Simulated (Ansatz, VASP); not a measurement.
# Os: VASP beside Ansatz

```xyz
1
Lattice="0.0000 1.9450 1.9645 1.9450 0.0000 1.9645 1.9450 1.9450 0.0000" Properties=species:S:1:pos:R:3 pbc="T T T"
Os    0.0000    0.0000    0.0000
```

Change from the starting cell: zz strain of +1 %.

Alike in both runs: task single point; functional PBE; k mesh 14 × 14 × 14; occupations fermi-dirac, width 0.05 eV; no spin polarisation.

|  | VASP | Ansatz |
| --- | --- | --- |
| version | VASP 6.6.1 | Ansatz 0.2.0 |
| potentials or method | VASP PAW PBE potentials, release 64 (Os), cutoff 520 eV | all-electron LAPW, scalar-relativistic |

```csv
,VASP,Ansatz,Ansatz less VASP
pressure (GPa),-13.1,-12.7,+0.35
"traceless stress, the component that is largest in VASP (GPa)",-1.67,-1.69,-0.020
```

Ansatz ran all-electron here, and VASP with PAW potentials.

Neither program's run includes spin-orbit coupling.
